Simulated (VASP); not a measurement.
# VSe2 (P-3m1) in VASP: single point with LDA+U

Aim: the single point of VSe2 with LDA+U.

Program: VASP 6.6.1. These are calculated values, not measurements. Logs are shortened: lines on timing, memory, paths and dates and some standing lists are left out, and cuts for length are marked.

### 1 The cell of the first run

Symmetry: P-3m1, No. 164, trigonal system. The conventional cell has a = 3.355 Å, b = 3.355 Å, c = 6.134 Å, α = 90.00°, β = 90.00°, γ = 120.00°. V (site symmetry -3m) has 6 Se at 2.47 Å and 6 V at 3.36 Å within 3.4 Å. Se (site symmetry 3m) has 3 V at 2.47 Å and 6 Se at 3.36 Å within 3.4 Å.

### 2 Single point, LDA+U, collinear spin, ferromagnetic start

The input, INCAR:

```
PREC = Accurate ; ENCUT = 520
EDIFF = 1E-6 ; ISMEAR = 0
SIGMA = 0.05 ; LREAL = F
LASPH = T ; NELM = 150
ALGO = Normal ; ISIF = 2
LWAVE = F ; LCHARG = F
ISPIN = 2 ; MAGMOM = 1 1 0 0 0 0
LORBIT = 11 ; LMAXMIX = 4
LDAU = T ; LDAUTYPE = 2
LDAUL = 2 -1 ; LDAUU = 5 0
LDAUJ = 0 0 ; LDAUPRINT = 1
NBANDS = 38
```

The input, KPOINTS:

```
Automatic mesh
0
Gamma
  7 7 2
```

The input, POSCAR:

```
VSe2
1.0
    3.3550015500      0.0000000000      0.0000000000
   -1.6775007700      2.9055165700      0.0000000000
    0.0000000000      0.0000000000     12.2679981000
V Se
2 4
Direct
    0.0000000000      0.0000000000      0.0000000000
    0.0000000000      0.0000000000      0.5000000000
    0.3333333333      0.6666666667      0.1250000000
    0.6666666667      0.3333333333      0.3750000000
    0.3333333333      0.6666666667      0.6250000000
    0.6666666667      0.3333333333      0.8750000000
```

Potentials or basis: VASP PAW LDA potentials, release 64 (V_sv, Se).

Started as:

```
> cat potpaw_LDA.64/V_sv/POTCAR potpaw_LDA.64/Se/POTCAR > POTCAR
> mpirun -np 1 vasp_std > vasp.out
```

OUTCAR:

```text
PREC = Accurate
   ENCUT = 520
   EDIFF = 1E-6
   ISMEAR = 0
   LREAL = F
   LASPH = T
   NELM = 150
   ISIF = 2
   ISPIN = 2
   LORBIT = 11

 ion  position               nearest neighbor table
   1  0.000  0.000  0.000-   3 2.47   6 2.47   3 2.47   6 2.47   6 2.47   3 2.47
   2  0.000  0.000  0.500-   4 2.47   5 2.47   5 2.47   4 2.47   4 2.47   5 2.47
   3  0.333  0.667  0.125-   1 2.47   1 2.47   1 2.47
   4  0.667  0.333  0.375-   2 2.47   2 2.47   2 2.47
   5  0.333  0.667  0.625-   2 2.47   2 2.47   2 2.47
   6  0.667  0.333  0.875-   1 2.47   1 2.47   1 2.47

  LATTYP: Found a hexagonal cell.
 ALAT       =     3.3550015500
 C/A-ratio  =     3.6566296370

  Lattice vectors:

 A1 = (   3.3550015500,   0.0000000000,   0.0000000000)
 A2 = (  -1.6775007700,   2.9055165700,   0.0000000000)
 A3 = (   0.0000000000,   0.0000000000,  12.2679981000)

Analysis of symmetry for initial positions (statically):
=====================================================================
 Subroutine PRICEL returns following result:

  LATTYP: Found a hexagonal cell.
 ALAT       =     3.3550015500
 C/A-ratio  =     1.8283148185
[... 12 lines left out ...]
 Subroutine GETGRP returns: Found 12 space group operations
 (whereof 12 operations were pure point group operations)
 out of a pool of 24 trial point group operations.

The static configuration has the point symmetry D_3d.

Analysis of symmetry for dynamics (positions and initial velocities):
=====================================================================
 Subroutine PRICEL returns following result:

  LATTYP: Found a hexagonal cell.
 ALAT       =     3.3550015500
 C/A-ratio  =     1.8283148185
[... 12 lines left out ...]
 Subroutine GETGRP returns: Found 12 space group operations
 (whereof 12 operations were pure point group operations)
 out of a pool of 24 trial point group operations.

The dynamic configuration has the point symmetry D_3d.

Analysis of structural, dynamic, and magnetic symmetry:
=====================================================================
 Subroutine PRICEL returns following result:

  LATTYP: Found a hexagonal cell.
 ALAT       =     3.3550015500
 C/A-ratio  =     1.8283148185
[... 12 lines left out ...]
 Subroutine GETGRP returns: Found 12 space group operations
 (whereof 12 operations were pure point group operations)
 out of a pool of 24 trial point group operations.

The overall configuration has the point symmetry D_3d.

 Subroutine INISYM returns: Found 12 space group operations
 (whereof 12 operations are pure point group operations),
 and found     2 'primitive' translations

----------------------------------------------------------------------------------------

                                     Primitive cell

  volume of cell :      59.7943

  direct lattice vectors                    reciprocal lattice vectors
     3.355001550  0.000000000  0.000000000     0.298062455  0.172086438  0.000000000
    -1.677500770  2.905516570  0.000000000     0.000000000  0.344172878  0.000000000
     0.000000000  0.000000000  6.133999050     0.000000000  0.000000000  0.163025783

  length of vectors
     3.355001550  3.355001546  6.133999050     0.344172878  0.344172878  0.163025783

  position of ions in fractional coordinates (direct lattice)
     0.000000000  0.000000000  0.000000000
     0.333333333  0.666666667  0.250000000
     0.666666667  0.333333333  0.750000000

  ion indices of the primitive-cell ions
   primitive index   ion index
                 1           1
                 2           3
                 3           6

----------------------------------------------------------------------------------------

[... 131 lines left out ...]
  o =  0.2958  v =  0.0000  0.0000  0.0000  0.0000  0.0000 -0.4862  0.4522  0.0000  0.6724 -0.3270      0.0000  0.0000  0.0000  0.0000  0.0000  0.0000  0.0000  0.0000  0.0000  0.0000
  o =  0.4202  v =  0.2252  0.7593  0.0000 -0.5106 -0.3348  0.0000  0.0000  0.0000  0.0000  0.0000      0.0000  0.0000  0.0000  0.0000  0.0000  0.0000  0.0000  0.0000  0.0000  0.0000
  o =  0.4202  v = -0.3348  0.5106 -0.0000  0.7593 -0.2252  0.0000  0.0000  0.0000  0.0000  0.0000      0.0000  0.0000  0.0000  0.0000  0.0000  0.0000  0.0000  0.0000  0.0000  0.0000
  o =  0.8515  v =  0.0000 -0.0000 -1.0000 -0.0000  0.0000  0.0000  0.0000  0.0000  0.0000  0.0000      0.0000  0.0000  0.0000  0.0000  0.0000  0.0000  0.0000  0.0000  0.0000  0.0000

atom =   2  type =  1  l = 2

 onsite density matrix

spin component  1

  0.2568  0.0000 -0.0000 -0.0721  0.0000
  0.0000  0.3884  0.0000  0.0000 -0.0721
 -0.0000  0.0000  0.8515  0.0000 -0.0000
 -0.0721  0.0000  0.0000  0.3884 -0.0000
  0.0000 -0.0721 -0.0000 -0.0000  0.2568

spin component  2

  0.1602  0.0000 -0.0000 -0.0980  0.0000
  0.0000  0.2249  0.0000  0.0000 -0.0980
 -0.0000  0.0000  0.0546  0.0000 -0.0000
 -0.0980  0.0000  0.0000  0.2249 -0.0000
  0.0000 -0.0980 -0.0000 -0.0000  0.1602

 occupancies and eigenvectors

  o =  0.0546  v =  0.0000  0.0000  0.0000  0.0000  0.0000 -0.0000 -0.0000 -1.0000 -0.0000 -0.0000      0.0000  0.0000  0.0000  0.0000  0.0000  0.0000  0.0000  0.0000  0.0000  0.0000
  o =  0.0894  v =  0.0000  0.0000  0.0000  0.0000  0.0000 -0.4522  0.4862  0.0000 -0.3270  0.6724      0.0000  0.0000  0.0000  0.0000  0.0000  0.0000  0.0000  0.0000  0.0000  0.0000
  o =  0.0894  v =  0.0000  0.0000  0.0000  0.0000  0.0000 -0.6724 -0.3270  0.0000 -0.4862 -0.4522      0.0000  0.0000  0.0000  0.0000  0.0000  0.0000  0.0000  0.0000  0.0000  0.0000
  o =  0.2250  v = -0.5106  0.3348 -0.0000 -0.2252  0.7593  0.0000  0.0000  0.0000  0.0000  0.0000      0.0000  0.0000  0.0000  0.0000  0.0000  0.0000  0.0000  0.0000  0.0000  0.0000
  o =  0.2250  v =  0.7593  0.2252  0.0000  0.3348  0.5106  0.0000  0.0000  0.0000  0.0000  0.0000      0.0000  0.0000  0.0000  0.0000  0.0000  0.0000  0.0000  0.0000  0.0000  0.0000
  o =  0.2958  v =  0.0000  0.0000  0.0000  0.0000  0.0000  0.3270  0.6724 -0.0000 -0.4522 -0.4862      0.0000  0.0000  0.0000  0.0000  0.0000  0.0000  0.0000  0.0000  0.0000  0.0000
  o =  0.2958  v =  0.0000  0.0000  0.0000  0.0000  0.0000 -0.4862  0.4522  0.0000  0.6724 -0.3270      0.0000  0.0000  0.0000  0.0000  0.0000  0.0000  0.0000  0.0000  0.0000  0.0000
  o =  0.4202  v =  0.2252  0.7593  0.0000 -0.5106 -0.3348  0.0000  0.0000  0.0000  0.0000  0.0000      0.0000  0.0000  0.0000  0.0000  0.0000  0.0000  0.0000  0.0000  0.0000  0.0000
  o =  0.4202  v = -0.3348  0.5106 -0.0000  0.7593 -0.2252  0.0000  0.0000  0.0000  0.0000  0.0000      0.0000  0.0000  0.0000  0.0000  0.0000  0.0000  0.0000  0.0000  0.0000  0.0000
  o =  0.8515  v =  0.0000 -0.0000 -1.0000 -0.0000  0.0000  0.0000  0.0000  0.0000  0.0000  0.0000      0.0000  0.0000  0.0000  0.0000  0.0000  0.0000  0.0000  0.0000  0.0000  0.0000

 number of electron      50.0000001 magnetization       2.1631333

 Free energy of the ion-electron system (eV)
  ---------------------------------------------------
  ext. energy  EPLUGINS =         0.00000000
  ---------------------------------------------------
  free energy    TOTEN  =       -31.43564916 eV

  energy without entropy =      -31.43322390  energy(sigma->0) =      -31.43443653

 E-fermi :   5.7003     XC(G=0): -10.6559

 val. band max:        5.6926558279   @ k =   0.2857   0.0000   0.5000
 cond. band min:       5.7024573235   @ k =   0.4286   0.0000   0.0000
 fundamental gap:      0.0098014957
 Fermi energy:         5.7002910001

 spin component 1

 k-point     1 :       0.0000    0.0000    0.0000
  band No.  band energies     occupation
      1     -59.7263      1.00000
      2     -59.7263      1.00000
      3     -34.1037      1.00000
      4     -34.1037      1.00000
      5     -34.1036      1.00000
      6     -34.1036      1.00000
[... 629 lines left out ...]
     36      11.5103      0.00000
     37      12.5753      0.00000
 Fermi energy:         5.7002910001

 spin component 2

 k-point     1 :       0.0000    0.0000    0.0000
  band No.  band energies     occupation
      1     -58.5027      1.00000
      2     -58.5027      1.00000
      3     -33.1007      1.00000
      4     -33.1007      1.00000
      5     -33.1007      1.00000
      6     -33.1007      1.00000
[... 629 lines left out ...]
     36      11.7438      0.00000
     37      12.9033      0.00000
 [bands above 37 left out]

------------------------ aborting loop because EDIFF is reached ----------------------------------------

  FORCE on cell =-STRESS in cart. coord.  units (eV):
  Direction    XX          YY          ZZ          XY          YZ          ZX
  --------------------------------------------------------------------------------------
  -------------------------------------------------------------------------------------
  Total        3.4607385      3.4607385      0.8826655      0.0000000      0.0000000      0.0000000
  in kB       46.3649280     46.3649279     11.8254298      0.0000001      0.0000000      0.0000000
  external PRESSURE =      34.8517619 kB  Pullay stress =       0.0000000 kB

 VOLUME and BASIS-vectors are now :
 -----------------------------------------------------------------------------
  energy-cutoff  :      520.00
  volume of cell :      119.59
      direct lattice vectors                 reciprocal lattice vectors
     3.355001550  0.000000000  0.000000000     0.298062455  0.172086438  0.000000000
    -1.677500770  2.905516570  0.000000000     0.000000000  0.344172878  0.000000000
     0.000000000  0.000000000 12.267998100     0.000000000  0.000000000  0.081512892

 POSITION                                       TOTAL-FORCE (eV/Angst)
 -----------------------------------------------------------------------------------
      0.00000      0.00000      0.00000         0.000000      0.000000      0.000000
      0.00000      0.00000      6.13400         0.000000      0.000000      0.000000
      0.00000      1.93701      1.53350         0.000000      0.000000      0.216336
      1.67750      0.96851      4.60050        -0.000000     -0.000000     -0.216336
      0.00000      1.93701      7.66750         0.000000      0.000000      0.216336
      1.67750      0.96851     10.73450        -0.000000     -0.000000     -0.216336
 -----------------------------------------------------------------------------------
    total drift:                               -0.000000     -0.000000      0.000000

  FREE ENERGIE OF THE ION-ELECTRON SYSTEM (eV)
  ---------------------------------------------------
  free  energy   TOTEN  =       -31.4356491647 eV

  energy  without entropy=      -31.4332239041  energy(sigma->0) =      -31.43443653

 total charge

# of ion       s       p       d       tot
------------------------------------------
    1        2.264   6.243   2.940  11.447
    2        2.264   6.243   2.940  11.447
    3        1.482   2.366   0.047   3.894
    4        1.482   2.366   0.047   3.894
    5        1.482   2.366   0.047   3.894
    6        1.482   2.366   0.047   3.894
--------------------------------------------------
tot         10.456  21.948   6.067  38.472

 magnetization (x)

# of ion       s       p       d       tot
------------------------------------------
    1        0.014   0.005   1.312   1.331
    2        0.014   0.005   1.312   1.331
    3       -0.003  -0.128   0.005  -0.126
    4       -0.003  -0.128   0.005  -0.126
    5       -0.003  -0.128   0.005  -0.126
    6       -0.003  -0.128   0.005  -0.126
--------------------------------------------------
tot          0.018  -0.501   2.644   2.161
```

Wall time 5.8 min (1 thread of Intel Xeon 8259CL, shared host); peak memory 0.29 GiB.

What came out:

| Quantity | Value |
| --- | --- |
| Free energy | -31.4356 eV |
| Pressure | 3.5 GPa |
| Largest force | 0.216 eV/Å |
| Net moment | 2.16 μB per cell |
| Site moments | V +1.33; Se -0.13 μB |
| Valence electrons inside the program's atomic spheres | V 11.45; Se 3.89 |

Forces in eV/Å, atoms in the order of the input:
```
V    0.000  0.000  0.000
V    0.000  0.000  0.000
Se   0.000  0.000  0.216
Se   0.000  0.000 -0.216
Se   0.000  0.000  0.216
Se   0.000  0.000 -0.216
```

Stress tensor (GPa, compression positive):
```
4.64 0.00 0.00
0.00 4.64 0.00
0.00 0.00 1.18
```

Levels at points of the mesh, in eV from the Fermi level:
Spin up:
| k point | band 24 | band 25 | band 26 | band 27 | band 28 | band 29 |
| --- | --- | --- | --- | --- | --- | --- |
| (0.00, 0.00, 0.00) | -0.44 | -0.44 | -0.44 | 0.54 | 0.54 | 0.70 |
| (0.00, 0.00, 0.50) | -0.44 | -0.44 | -0.44 | 0.62 | 0.62 | 0.62 |
Spin down:
```tsv
k point	band 21	band 22	band 23	band 24	band 25	band 26	band 27	band 28
(0.00, 0.00, 0.00)	0.44	0.44	0.60	0.60	1.12	1.12	1.13	1.13
(0.00, 0.00, 0.50)	0.51	0.51	0.51	0.51	1.13	1.13	1.13	1.13
```

Eigenvalues of the final occupation matrices:
```csv
site,spin,trace,eigenvalues
site 1 d,1,2.14,0.22 0.22 0.42 0.42 0.85
site 1 d,2,0.82,0.05 0.09 0.09 0.30 0.30
site 2 d,1,2.14,0.22 0.22 0.42 0.42 0.85
site 2 d,2,0.82,0.05 0.09 0.09 0.30 0.30
```

Caveat: the cell stands under pressure. The state reached can hang on the start; a lower one may exist.
